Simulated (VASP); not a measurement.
Wanted: the native input for a VASP 6.6.1 run.

```
Task                   : single point
Functional             : LDA
Potentials or basis    : VASP PAW LDA potentials, release 64 (Rh_pv)
Cutoff                 : 520 eV
k mesh                 : 22 × 22 × 22
Occupations            : gaussian, width 0.15 eV
Spin                   : no spin polarisation
Dipole correction      : no
Further INCAR settings : ALGO = Normal; EDIFF = 1e-07; NBANDS = 14
```

The structure of Rh lies in POSCAR:

```
Rh
1.0
    0.0000000000      1.9630747863      1.4414858156
    1.9630747863      0.0000000000      1.4414858156
    1.9630747863      1.9630747863      0.0000000000
Rh
1
Direct
    0.0000000000      0.0000000000      0.0000000000
```

The input as run:

INCAR

```
SYSTEM = Rh
PREC = Accurate
ENCUT = 520
EDIFF = 1E-7
ISMEAR = 0
SIGMA = 0.15
LREAL = .FALSE.
LASPH = .TRUE.
NELM = 80
ALGO = Normal
ISIF = 2
LWAVE = .FALSE.
LCHARG = .FALSE.
NBANDS = 14
```

KPOINTS

```
Automatic mesh
0
G
  22 22 22
  0 0 0
```

Potentials or basis: VASP PAW LDA potentials, release 64 (Rh_pv).

Launch:

```sh
$ cat potpaw_LDA.64/Rh_pv/POTCAR > POTCAR
$ mpirun -np 1 vasp_std > vasp.out
```

It gave:

| Quantity | Value |
| --- | --- |
| Pressure | 97.7 GPa |
| Band gap on the k mesh | zero (an odd number of electrons rules out a gap without spin polarisation) |

Caveat: the stress differs along the axes, from 90 to 113 GPa.

It took 45 s on 1 thread of AMD EPYC 9R45 96-Core Processor (Zen 5) (shared host), peak memory 0.19 GiB.
